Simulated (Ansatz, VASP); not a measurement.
## ZnS in VASP and in Ansatz

```
Zn S
1.0
     3.82270    0.00000    0.00000
    -1.91135    3.31056    0.00000
     0.00000    0.00000    6.26070
Zn S
2 2
Direct
  0.33333 0.66667 0.00000
  0.66667 0.33333 0.50000
  0.33333 0.66667 0.37480
  0.66667 0.33333 0.87480
```

Alike in both runs: functional PBE; k mesh 13 × 13 × 7; occupations fermi-dirac, width 0.02 eV; no spin polarisation.

Ansatz relaxed the structure, and its values are those at the end. VASP's run is a single point on that final structure, the one shown.

|  | VASP | Ansatz |
| --- | --- | --- |
| version | VASP 6.6.1 | Ansatz 0.2.0 |
| potentials or method | VASP PAW PBE potentials, release 64 (Zn, S) | plane-wave PAW, scalar-relativistic |
| plane-wave cutoff (eV) | 520 | 420 |
| valence electrons in the cell | 36 | 36 |

|  | VASP | Ansatz | Ansatz less VASP |
| --- | --- | --- | --- |
| gap on the k mesh at the Fermi level (eV) | 2.17 | 2.17 | -0.004 |
| pressure (GPa) | 1.5 | 1.4 | -0.16 |
| rms of the force components (eV/Å) | 0.003 | 0.003 | -0.0003 |

Ansatz's warnings: stress scf threshold loose.
